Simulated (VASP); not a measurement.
# Ge (Fd-3m) in VASP: notebook

Ge is run at these levels: PBE; tasks: single point.

Everything below comes from runs of VASP 6.6.1. Logs are shortened: lines on timing, memory, paths and dates and some standing lists are left out, and cuts for length are marked.

## 1. The cell of the first run

It takes space group Fd-3m (No. 227, cubic). The conventional cell has a = 5.772 Å, b = 5.772 Å, c = 5.772 Å, α = 90.00°, β = 90.00°, γ = 90.00°. Ge (site symmetry -43m) has 4 Ge at 2.50 Å within 3.3 Å.

## 2. Single point, PBE

The input, INCAR:

```
SYSTEM = Ge
  ALGO = Normal
  EDIFF = 1E-6
  ENCUT = 520
  GGA = PE
  ISIF = 2
  ISMEAR = 0
  LASPH = .True.
  LCHARG = .False.
  LREAL = .False.
  LWAVE = .False.
  NBANDS = 21
  NELM = 80
  PREC = Accurate
  SIGMA = 0.1
```

The input, KPOINTS:

```
k-points
0
Gamma
  10 10 10
  0 0 0
```

The input, POSCAR:

```
Ge
1.0
    0.0000000000      2.8859759802      2.8859759802
    2.8859759802      0.0000000000      2.8859759802
    2.8859759802      2.8859759802      0.0000000000
Ge
2
Direct
    0.5000000000      0.5000000000      0.5000000000
    0.7500000000      0.7500000000      0.7500000000
```

Potentials or basis: VASP PAW PBE potentials, release 64 (Ge_d).

Launch:

```
cat potpaw_PBE.64/Ge_d/POTCAR > POTCAR
mpirun -np 1 vasp_std > vasp.out
```

OUTCAR:

```text
SYSTEM = Ge
   EDIFF = 1E-6
   ENCUT = 520
   GGA = PE
   ISIF = 2
   ISMEAR = 0
   LASPH = .True.
   LREAL = .False.
   NELM = 80
   PREC = Accurate

 ion  position               nearest neighbor table
   1  0.500  0.500  0.500-   2 2.50   2 2.50   2 2.50   2 2.50
   2  0.750  0.750  0.750-   1 2.50   1 2.50   1 2.50   1 2.50

  LATTYP: Found a face centered cubic cell.
 ALAT       =     5.7719519604

  Lattice vectors:

 A1 = (   0.0000000000,   2.8859759802,   2.8859759802)
 A2 = (   2.8859759802,   0.0000000000,   2.8859759802)
 A3 = (   2.8859759802,   2.8859759802,   0.0000000000)

Analysis of symmetry for initial positions (statically):
=====================================================================
 Subroutine PRICEL returns:
 Original cell was already a primitive cell.

 Routine SETGRP: Setting up the symmetry group for a
 face centered cubic supercell.

 Subroutine GETGRP returns: Found 48 space group operations
 (whereof 24 operations were pure point group operations)
 out of a pool of 48 trial point group operations.

The static configuration has the point symmetry T_d .
 The point group associated with its full space group is O_h .

Analysis of symmetry for dynamics (positions and initial velocities):
=====================================================================
 Subroutine PRICEL returns:
 Original cell was already a primitive cell.

 Routine SETGRP: Setting up the symmetry group for a
 face centered cubic supercell.

 Subroutine GETGRP returns: Found 48 space group operations
 (whereof 24 operations were pure point group operations)
 out of a pool of 48 trial point group operations.

The dynamic configuration has the point symmetry T_d .
 The point group associated with its full space group is O_h .

 Subroutine INISYM returns: Found 48 space group operations
 (whereof 24 operations are pure point group operations),
 and found     1 'primitive' translations

----------------------------------------------------------------------------------------

                                     Primitive cell

  volume of cell :      48.0738

  direct lattice vectors                    reciprocal lattice vectors
     0.000000000  2.885975980  2.885975980    -0.173251615  0.173251615  0.173251615
     2.885975980  0.000000000  2.885975980     0.173251615 -0.173251615  0.173251615
     2.885975980  2.885975980  0.000000000     0.173251615  0.173251615 -0.173251615

  length of vectors
     4.081386372  4.081386372  4.081386372     0.300080600  0.300080600  0.300080600

  position of ions in fractional coordinates (direct lattice)
     0.500000000  0.500000000  0.500000000
     0.750000000  0.750000000  0.750000000

  ion indices of the primitive-cell ions
   primitive index   ion index
                 1           1
                 2           2

----------------------------------------------------------------------------------------

 KPOINTS: k-points

Automatic generation of k-mesh.
 Grid dimensions read from file:
 generate k-points for:   10   10   10

 Generating k-lattice:

  Cartesian coordinates                     Fractional coordinates (reciprocal lattice)
    -0.017325162  0.017325162  0.017325162     0.100000000  0.000000000  0.000000000
     0.017325162 -0.017325162  0.017325162     0.000000000  0.100000000  0.000000000
     0.017325162  0.017325162 -0.017325162     0.000000000  0.000000000  0.100000000

  Length of vectors
     0.030008060  0.030008060  0.030008060

  Shift w.r.t. Gamma in fractional coordinates (k-lattice)
     0.000000000  0.000000000  0.000000000

 Subroutine IBZKPT returns following result:
 ===========================================

 Found     47 irreducible k-points:

 Following reciprocal coordinates:
            Coordinates               Weight
  0.000000  0.000000  0.000000      1.000000
  0.100000  0.000000  0.000000      8.000000
  0.200000  0.000000  0.000000      8.000000
  0.300000  0.000000  0.000000      8.000000
  0.400000  0.000000  0.000000      8.000000
  0.500000  0.000000  0.000000      4.000000
[... 16 lines left out ...]
  0.300000  0.300000  0.000000      6.000000
  0.400000  0.300000  0.000000     24.000000
 [... further k-points ...]
   k-points           NKPTS =     47   k-points in BZ     NKDIM =     47   number of bands    NBANDS=     21
   number of dos      NEDOS =    301   number of ions     NIONS =      2
   total plane-waves  NPLWV =  27000
   dimension x,y,z NGX =    30 NGY =   30 NGZ =   30
   dimension x,y,z NGXF=    60 NGYF=   60 NGZF=   60
   ions per type =               2
   NGX,Y,Z   is equivalent  to a cutoff of  12.22, 12.22, 12.22 a.u.
   NGXF,Y,Z  is equivalent  to a cutoff of  24.44, 24.44, 24.44 a.u.
 SYSTEM =  Ge
   PREC   = accura    normal or accurate (medium, high low for compatibility)
   ISTART =      0    job   : 0-new  1-cont  2-samecut
   ICHARG =      2    charge: 1-file 2-atom 10-const
   ISPIN  =      1    spin polarized calculation?
   LNONCOLLINEAR =      F non collinear calculations
   LSORBIT =      F    spin-orbit coupling
   LASPH  =      T    aspherical Exc in radial PAW
   ENCUT  =  520.0 eV  38.22 Ry    6.18 a.u.   7.59  7.59  7.59*2*pi/ulx,y,z
   NELM   =     80;   NELMIN=  2; NELMDL= -5     # of ELM steps
   EDIFF  = 0.1E-05   stopping-criterion for ELM
   LREAL  =      F    real-space projection
   EDIFFG = 0.1E-04   stopping-criterion for IOM
   NSW    =      0    number of steps for IOM
   IBRION =     -1    ionic relax: 0-MD 1-quasi-New 2-CG
   NFREE  =      0    steps in history (QN), initial steepest desc. (CG)
   ISIF   =      2    stress and relaxation
   ISYM   =      2    0-nonsym 1-usesym 2-fastsym
   POTIM  = 0.5000    time-step for ionic-motion
   TEBEG  =    0.0;   TEEND  =   0.0 temperature during run
   PSTRESS=    0.0 pullay stress
   NELECT =      28.0000    total number of electrons
   NUPDOWN=      -1.0000    fix difference up-down
   EMIN   =  10.00;   EMAX   =-10.00  energy-range for DOS
   EFERMI =   0.00;   METHOD = LEGACY
   ISMEAR =     0;   SIGMA  =   0.10  broadening in eV -4-tet -1-fermi 0-gaus
   EFERMI_NEDOS =   21; number of points for ismear=-14 and -15
   IALGO  =     38    algorithm
   IMIX   =      4    mixing-type and parameters
     AMIX     =   0.40;   BMIX     =  1.00
     AMIX_MAG =   1.60;   BMIX_MAG =  1.00
  volume/ion in A,a.u.               =      24.04       162.21
  Fermi-wavevector in a.u.,A,eV,Ry     =   1.367177  2.583590 25.431648  1.869173
  Thomas-Fermi vector in A             =   2.493253
   LORBIT       =      0    0 simple, 1 ext, 2 COOP (PROOUT), +10 PAW based schemes
   GGA     = PE    functional components
   LHFCALC =     F    Hartree Fock is set to
   AEXX    =    0.0000 exact exchange contribution
   IVDW    =     0    specifies the selected vdW correction
   LEPSILON=     F    determine dielectric tensor
   LRPA    =     F    only Hartree local field effects (RPA)
 non-spin polarized calculation
 Gauss-broadening in eV      SIGMA  =   0.10
  energy-cutoff  :      520.00
  volume of cell :       48.07
 maximum number of plane-waves:      1308
   NGX = 15   NGY = 15   NGZ = 15

 number of electron      27.9999975 magnetization

 Free energy of the ion-electron system (eV)
  ---------------------------------------------------
  ext. energy  EPLUGINS =         0.00000000
  ---------------------------------------------------
  free energy    TOTEN  =        -9.03362513 eV

  energy without entropy =       -9.03314659  energy(sigma->0) =       -9.03338586

 E-fermi :   4.3879     XC(G=0):  -9.6434

 val. band max:        4.2147363550   @ k =   0.1000   0.0000   0.0000
 cond. band min:       4.4264363780   @ k =   0.0000   0.0000   0.0000
 fundamental gap:      0.2117000230
 Fermi energy:         4.3878597125

 k-point     1 :       0.0000    0.0000    0.0000
  band No.  band energies     occupation
      1     -20.3128      2.00000
      2     -20.3128      2.00000
      3     -20.3128      2.00000
      4     -20.2811      2.00000
      5     -20.2811      2.00000
      6     -20.1008      2.00000
[... 13 lines left out ...]
     20      13.7500      0.00000
     21      13.7500      0.00000

 k-point     2 :       0.1000    0.0000    0.0000
  band No.  band energies     occupation
      1     -20.3176      2.00000
      2     -20.3176      2.00000
      3     -20.3114      2.00000
      4     -20.2745      2.00000
      5     -20.2745      2.00000
      6     -20.1093      2.00000
[... 13 lines left out ...]
     20      13.0932      0.00000
     21      13.0932      0.00000

 k-point     3 :       0.2000    0.0000    0.0000
  band No.  band energies     occupation
      1     -20.3252      2.00000
      2     -20.3252      2.00000
      3     -20.3076      2.00000
      4     -20.2625      2.00000
      5     -20.2625      2.00000
      6     -20.1199      2.00000
[... 13 lines left out ...]
     20      12.6118      0.00000
     21      12.6118      0.00000

 k-point     4 :       0.3000    0.0000    0.0000
  band No.  band energies     occupation
      1     -20.3306      2.00000
      2     -20.3306      2.00000
      3     -20.3028      2.00000
      4     -20.2525      2.00000
      5     -20.2525      2.00000
      6     -20.1276      2.00000
[... 13 lines left out ...]
     20      12.9466      0.00000
     21      12.9466      0.00000

 k-point     5 :       0.4000    0.0000    0.0000
  band No.  band energies     occupation
      1     -20.3332      2.00000
      2     -20.3332      2.00000
      3     -20.2988      2.00000
      4     -20.2469      2.00000
      5     -20.2469      2.00000
      6     -20.1315      2.00000
[... 13 lines left out ...]
     20      14.0944      0.00000
     21      14.0944      0.00000
[... 382 lines left out ...]
     20      13.4993      0.00000
     21      15.4738      0.00000

 k-point    22 :      -0.2000    0.2000    0.0000
  band No.  band energies     occupation
      1     -20.3379      2.00000
      2     -20.3379      2.00000
      3     -20.2894      2.00000
      4     -20.2535      2.00000
      5     -20.2342      2.00000
      6     -20.1483      2.00000
[... 13 lines left out ...]
     20      14.0025      0.00000
     21      14.4699      0.00000

 k-point    23 :       0.3000    0.3000    0.0000
  band No.  band energies     occupation
      1     -20.3331      2.00000
      2     -20.3331      2.00000
      3     -20.3121      2.00000
      4     -20.2407      2.00000
      5     -20.2053      2.00000
      6     -20.1944      2.00000
[... 13 lines left out ...]
     20      15.2330      0.00000
     21      15.2713      0.00000

 k-point    24 :       0.4000    0.3000    0.0000
  band No.  band energies     occupation
      1     -20.3417      2.00000
      2     -20.3371      2.00000
      3     -20.2980      2.00000
      4     -20.2279      2.00000
      5     -20.2094      2.00000
      6     -20.1907      2.00000
[... 13 lines left out ...]
     20      15.6836      0.00000
     21      15.9190      0.00000

 [... further k-points ...]
[... 5 lines left out ...]
  --------------------------------------------------------------------------------------
  -------------------------------------------------------------------------------------
  Total       -0.1311914     -0.1311914     -0.1311914     -0.0000000      0.0000000     -0.0000000
  in kB       -4.3722794     -4.3722794     -4.3722794     -0.0000000      0.0000000     -0.0000000
  external PRESSURE =      -4.3722794 kB  Pullay stress =       0.0000000 kB

 VOLUME and BASIS-vectors are now :
 -----------------------------------------------------------------------------
  energy-cutoff  :      520.00
  volume of cell :       48.07
      direct lattice vectors                 reciprocal lattice vectors
     0.000000000  2.885975980  2.885975980    -0.173251615  0.173251615  0.173251615
     2.885975980  0.000000000  2.885975980     0.173251615 -0.173251615  0.173251615
     2.885975980  2.885975980  0.000000000     0.173251615  0.173251615 -0.173251615

 POSITION                                       TOTAL-FORCE (eV/Angst)
 -----------------------------------------------------------------------------------
      2.88598      2.88598      2.88598        -0.000000      0.000000      0.000000
      4.32896      4.32896      4.32896         0.000000     -0.000000     -0.000000
 -----------------------------------------------------------------------------------
    total drift:                                0.000000     -0.000000     -0.000000

  FREE ENERGIE OF THE ION-ELECTRON SYSTEM (eV)
  ---------------------------------------------------
  free  energy   TOTEN  =        -9.0336251252 eV

  energy  without entropy=       -9.0331465949  energy(sigma->0) =       -9.03338586
```

Run time: 40 s. Hardware: 1 thread of Intel Xeon 6975P-C, shared host; peak memory 0.18 GiB.

Results:

```yaml
Free_energy: -9.0336 eV
Pressure: -0.4 GPa
Band_gap_on_the_k_mesh: zero (filled and empty bands touch)
```

Levels at points of the mesh, in eV from the Fermi level:
```tsv
k point	band 11	band 12	band 13	band 14	band 15	band 16	band 17	band 18
(0.00, 0.00, 0.00)	-12.29	-0.46	0.04	0.04	0.04	2.56	2.56	2.56
(0.50, 0.00, 0.00)	-10.35	-7.30	-1.28	-1.28	0.05	3.75	3.75	7.13
(0.50, 0.50, 0.00)	-8.63	-8.63	-2.83	-2.83	0.86	0.86	9.07	9.07
```

## 3. Single point, PBE

The input, INCAR:

```
PREC = Accurate
ENCUT = 520
EDIFF = 1E-7
ISMEAR = 0
SIGMA = 0.2
LREAL = False
LASPH = True
NELM = 80
ALGO = Normal
ISIF = 2
LWAVE = False
LCHARG = False
GGA = PE
NBANDS = 21
```

The input, KPOINTS:

```
Automatic mesh
0
Gamma
  10 10 10
```

POSCAR is that of step 2.

Potentials or basis: VASP PAW PBE potentials, release 64 (Ge_d).

Launch:

```
cat potpaw_PBE.64/Ge_d/POTCAR > POTCAR
mpirun -np 1 vasp_std > vasp.out
```

OUTCAR:

```text
PREC = Accurate
   ENCUT = 520
   EDIFF = 1E-7
   ISMEAR = 0
   LREAL = False
   LASPH = True
   NELM = 80
   ISIF = 2
   GGA = PE

 ion  position               nearest neighbor table
   1  0.500  0.500  0.500-   2 2.50   2 2.50   2 2.50   2 2.50
   2  0.750  0.750  0.750-   1 2.50   1 2.50   1 2.50   1 2.50

  LATTYP: Found a face centered cubic cell.
 ALAT       =     5.7719519604

  Lattice vectors:

 A1 = (   0.0000000000,   2.8859759802,   2.8859759802)
 A2 = (   2.8859759802,   0.0000000000,   2.8859759802)
[... 190 lines left out ...]
      4     -20.2817      2.00000
      5     -20.2817      2.00000
      6     -20.1014      2.00000
[... 565 lines left out ...]
     20      15.6824      0.00000
     21      15.9186      0.00000

 [... further k-points ...]
[... 5 lines left out ...]
  --------------------------------------------------------------------------------------
  -------------------------------------------------------------------------------------
  Total       -0.1184257     -0.1184257     -0.1184257     -0.0000000      0.0000000     -0.0000000
  in kB       -3.9468292     -3.9468292     -3.9468292     -0.0000000      0.0000000     -0.0000000
  external PRESSURE =      -3.9468292 kB  Pullay stress =       0.0000000 kB

 VOLUME and BASIS-vectors are now :
 -----------------------------------------------------------------------------
  energy-cutoff  :      520.00
  volume of cell :       48.07
      direct lattice vectors                 reciprocal lattice vectors
     0.000000000  2.885975980  2.885975980    -0.173251615  0.173251615  0.173251615
     2.885975980  0.000000000  2.885975980     0.173251615 -0.173251615  0.173251615
     2.885975980  2.885975980  0.000000000     0.173251615  0.173251615 -0.173251615

 POSITION                                       TOTAL-FORCE (eV/Angst)
 -----------------------------------------------------------------------------------
      2.88598      2.88598      2.88598        -0.000000     -0.000000     -0.000000
      4.32896      4.32896      4.32896         0.000000      0.000000      0.000000
 -----------------------------------------------------------------------------------
    total drift:                                0.000000     -0.000000      0.000000

  FREE ENERGIE OF THE ION-ELECTRON SYSTEM (eV)
  ---------------------------------------------------
  free  energy   TOTEN  =        -9.0345704048 eV

  energy  without entropy=       -9.0318330018  energy(sigma->0) =       -9.03320170
```

Wall time 43 s (1 thread of Intel Xeon 6975P-C, shared host); peak memory 0.18 GiB.

Results:

* Free energy: -9.0346 eV
* Pressure: -0.4 GPa
* Band gap on the k mesh: zero (filled and empty bands touch)

## 4. Single point, PBE

The input, INCAR:

```
SYSTEM = Ge
  ALGO = Normal
  EDIFF = 1E-6
  ENCUT = 500
  GGA = PE
  GGA_COMPAT = .FALSE.
  ISIF = 2
  ISMEAR = -1
  LASPH = .TRUE.
  LCHARG = .TRUE.
  LELF = .TRUE.
  LREAL = .FALSE.
  LVHAR = .TRUE.
  LWAVE = .FALSE.
  NBANDS = 21
  NELM = 120
  PREC = Accurate
  SIGMA = 0.1
```

The input, KPOINTS:

```
k-points
0
G
  5 5 5
  0 0 0
```

The input, POSCAR:

```
Ge
1.0
    0.0000000000      2.8859759946      2.8859759946
    2.8859759946      0.0000000000      2.8859759946
    2.8859759946      2.8859759946      0.0000000000
Ge
2
Direct
    0.5000000000      0.5000000000      0.5000000000
    0.7500000000      0.7500000000      0.7500000000
```

Potentials or basis: VASP PAW PBE potentials, release 64 (Ge_d).

Launch:

```
cat potpaw_PBE.64/Ge_d/POTCAR > POTCAR
mpirun -np 1 vasp_std > vasp.out
```

OUTCAR:

```text
SYSTEM = Ge
   EDIFF = 1E-6
   ENCUT = 500
   GGA = PE
   ISIF = 2
   ISMEAR = -1
   LASPH = .TRUE.
   LREAL = .FALSE.
   NELM = 120
   PREC = Accurate

 ion  position               nearest neighbor table
   1  0.500  0.500  0.500-   2 2.50   2 2.50   2 2.50   2 2.50
   2  0.750  0.750  0.750-   1 2.50   1 2.50   1 2.50   1 2.50

  LATTYP: Found a face centered cubic cell.
 ALAT       =     5.7719519892

  Lattice vectors:

 A1 = (   0.0000000000,   2.8859759946,   2.8859759946)
[... 411 lines left out ...]
------------------------ aborting loop because EDIFF is reached ----------------------------------------

  FORCE on cell =-STRESS in cart. coord.  units (eV):
  Direction    XX          YY          ZZ          XY          YZ          ZX
  --------------------------------------------------------------------------------------
  -------------------------------------------------------------------------------------
  Total       -0.0233970     -0.0233970     -0.0233970      0.0000000     -0.0000000      0.0000000
  in kB       -0.7797636     -0.7797636     -0.7797636      0.0000000     -0.0000000      0.0000000
  external PRESSURE =      -0.7797636 kB  Pullay stress =       0.0000000 kB

 VOLUME and BASIS-vectors are now :
 -----------------------------------------------------------------------------
  energy-cutoff  :      500.00
  volume of cell :       48.07
      direct lattice vectors                 reciprocal lattice vectors
     0.000000000  2.885975995  2.885975995    -0.173251614  0.173251614  0.173251614
     2.885975995  0.000000000  2.885975995     0.173251614 -0.173251614  0.173251614
     2.885975995  2.885975995  0.000000000     0.173251614  0.173251614 -0.173251614

 POSITION                                       TOTAL-FORCE (eV/Angst)
 -----------------------------------------------------------------------------------
      2.88598      2.88598      2.88598        -0.000000     -0.000000     -0.000000
      4.32896      4.32896      4.32896         0.000000      0.000000      0.000000
 -----------------------------------------------------------------------------------
    total drift:                                0.000000     -0.000000     -0.000000

  FREE ENERGIE OF THE ION-ELECTRON SYSTEM (eV)
  ---------------------------------------------------
  free  energy   TOTEN  =        -8.9444861093 eV

  energy  without entropy=       -8.9351279811  energy(sigma->0) =       -8.93980705
```

It took 25 s on 1 thread of Intel Xeon 8259CL, shared host; peak memory 0.16 GiB.

What came out:

- Free energy: -8.9445 eV
- Pressure: -0.1 GPa
- Band gap on the k mesh: zero (filled and empty bands touch)

Caveat: the k points lie up to 0.38 Å⁻¹ apart.

## 5. The runs side by side

```tsv
k mesh	cutoff (eV)	smearing	gap on the mesh (eV)	pressure (GPa)
10 × 10 × 10	520	gaussian 0.1 eV	none	-0.4
10 × 10 × 10	520	gaussian 0.2 eV	none	-0.4
5 × 5 × 5	500	fermi-dirac 0.1 eV	none	-0.1
```

Alike in all rows: task single point; level PBE; potentials or basis VASP PAW PBE potentials, release 64 (Ge_d); no spin polarisation; cell as given.

Caveats: some runs use coarse meshes.

Absolute energies hang on the potentials; compare differences alone.
